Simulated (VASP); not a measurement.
A run of VASP 6.6.1:

File INCAR:

```
ALGO = Normal
EDIFF = 1E-6
ENCUT = 500
GGA = PS
GGA_COMPAT = False
ISIF = 2
ISMEAR = 1
LASPH = True
LCHARG = False
LREAL = False
LWAVE = False
NBANDS = 10
NELM = 120
PREC = Accurate
SIGMA = 0.05
```

KPOINTS

```
k-points
0
Gamma
  10 10 10
```

The input POSCAR:

```
Ir
1.0
    0.0000000000      1.8764951499      1.8764951499
    1.8764951499      0.0000000000      1.8764951499
    1.8764951499      1.8764951499      0.0000000000
Ir
1
Direct
    0.0000000000      0.0000000000      0.0000000000
```

Potentials or basis: VASP PAW PBE potentials, release 64 (Ir).

Launch:

```bash
$ cat potpaw_PBE.64/Ir/POTCAR > POTCAR
$ mpirun -np 1 vasp_std > vasp.out
```

Hardware: 1 thread of Intel Xeon 8259CL, on a shared host.

Task: Estimate the wall time of this run.

Result: Wall time 13 s on 1 thread of Intel Xeon 8259CL, on a shared host, peak memory 0.13 GiB. Counts: scf iterations 12, k points 47.
